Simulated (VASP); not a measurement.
Wanted: the native input for a VASP 6.6.1 run.

```yaml
Task: relaxation of the atoms
Functional: PBE
Potentials_or_basis: VASP PAW PBE potentials, release 64 (Si, As)
Cutoff: 520 eV
k_mesh: 2 × 2 × 2
Occupations: fermi-dirac, width 0.02 eV
Spin: collinear spin
Starting_moments: "[0.0, 0.0, 0.0, 0.0, 0.0, 0.0, 0.0, 0.0, 0.0, 0.0, 0.0, 0.0, 0.0, 0.0, 0.0, 0.0, 1.0] μB"
Dipole_correction: no
Further_INCAR_settings: LREAL = Auto; ALGO = Normal; EDIFF = 1e-06; IBRION = 2; EDIFFG = -0.03; NSW = 80
```

The structure of Si16As (a cell with a defect) lies in POSCAR:

```
Si16As
1.0
    0.0000000000      5.4300000000      5.4300000000
    5.4300000000      0.0000000000      5.4300000000
    5.4300000000      5.4300000000      0.0000000000
Si As
16 1
Direct
    0.0000000000      0.0000000000      0.0000000000
    0.1250000000      0.1250000000      0.1250000000
    0.0000000000      0.0000000000      0.5000000000
    0.1250000000      0.1250000000      0.6250000000
    0.0000000000      0.5000000000      0.0000000000
    0.1250000000      0.6250000000      0.1250000000
    0.0000000000      0.5000000000      0.5000000000
    0.1250000000      0.6250000000      0.6250000000
    0.5000000000      0.0000000000      0.0000000000
    0.6250000000      0.1250000000      0.1250000000
    0.5000000000      0.0000000000      0.5000000000
    0.6250000000      0.1250000000      0.6250000000
    0.5000000000      0.5000000000      0.0000000000
    0.6250000000      0.6250000000      0.1250000000
    0.5000000000      0.5000000000      0.5000000000
    0.6250000000      0.6250000000      0.6250000000
    0.3082416600      0.8098147200      0.3099155400
```

One way to write it, as run:

INCAR

```
PREC = Accurate
ENCUT = 520
EDIFF = 1E-6
ISMEAR = -1
SIGMA = 0.02
LREAL = Auto
LASPH = True
NELM = 150
ALGO = Normal
ISIF = 2
LWAVE = False
LCHARG = False
ISPIN = 2
MAGMOM = 0 0 0 0 0 0 0 0 0 0 0 0 0 0 0 0 1
LORBIT = 11
GGA = PE
IBRION = 2
NSW = 80
EDIFFG = -0.03
KPAR = 2
```

KPOINTS

```
Automatic mesh
0
Gamma
  2 2 2
```

Potentials or basis: VASP PAW PBE potentials, release 64 (Si, As).

Run with:

```sh
$ cat potpaw_PBE.64/Si/POTCAR potpaw_PBE.64/As/POTCAR > POTCAR
$ mpirun -np 4 vasp_std > vasp.out
```

Results of the run:

The energy gained by relaxing is 99.9 meV/atom. The ionic steps are 22, the pressure after relaxing is 5.4 GPa and the largest force after relaxing is 0.030 eV/Å. The net moment is 0.00 μB per cell and the valence electrons inside the program's atomic spheres are Si 1.69, 1.66, 1.70, 1.71, 1.68 (each value once); As 2.88.

Caveat: the k points lie up to 0.50 Å⁻¹ apart.

Run time: 21 min on 4 MPI ranks on Intel(R) Xeon(R) Platinum 8488C (Sapphire Rapids), on a shared host, peak memory 0.47 GiB a rank.
